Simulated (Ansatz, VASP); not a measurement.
SiC in VASP and in Ansatz

File INCAR:

```
PREC = Accurate
ENCUT = 520
EDIFF = 1E-6
ISMEAR = 0
SIGMA = 0.05
LREAL = False
LASPH = True
NELM = 60
ALGO = Normal
ISIF = 2
LWAVE = False
LCHARG = True
GGA = PE
LELF = True
LVHAR = True
NBANDS = 11
```

The input KPOINTS:

```
Automatic mesh
0
Gamma
  12 12 12
```

Contents of POSCAR:

```
SiC
1.0
    0.0000000000      2.1989561006      2.1989561006
    2.1989561006      0.0000000000      2.1989561006
    2.2386839074      2.2386839074     -0.0397278069
Si C
1 1
Direct
    0.0000000000      0.0000000000      0.0000000000
    0.7500000000      0.7500000000      0.7500000000
```

Input for Ansatz:

```yaml
crystal:
  lattice:
    - [0.0, 2.1989561006, 2.1989561006]
    - [2.1989561006, 0.0, 2.1989561006]
    - [2.2386839074, 2.2386839074, -0.0397278069]
  atoms:
    - { symbol: Si, position: [0.0, 0.0, 0.0] }
    - { symbol: C, position: [0.75, 0.75, 0.75] }
basis:
  ecutwfc: 520.0
kpoints:
  mp_grid: { grid: [12, 12, 12] }
hamiltonian:
  xc: pbe
  pseudopotentials: { kind: paw, azcp: { folder: soft_1 } }
scf:
  occupations: { method: gaussian, width: 0.05 }
output:
  forces: true
  stress: true
  eigenvalues: true
```

Alike in both runs: task single point; functional PBE; k mesh 12 × 12 × 12; occupations gaussian, width 0.05 eV; no spin polarisation.

```csv
,VASP,Ansatz
version,VASP 6.6.1,Ansatz 0.2.0
potentials or method,"VASP PAW PBE potentials, release 64 (Si, C), cutoff 520 eV","scalar-relativistic, plane waves, PAW"
valence electrons in the cell,8,8
```

```csv
,VASP,Ansatz,Ansatz less VASP
gap on the k mesh at the Fermi level (eV),1.35,1.35,+0.003
least direct gap on the mesh (eV),4.34,4.35,+0.007
pressure (GPa),-7.5,-7.5,+0.01
"traceless stress, the component that is largest in VASP (GPa)",-4.15,-4.13,+0.018
rms of the force components (eV/Å),0.082,0.082,0.0000
```

Atom by atom the forces differ by 0.000 eV/Å (rms over components). The functional is the same, so the differences come from potentials, cutoffs and numerics.
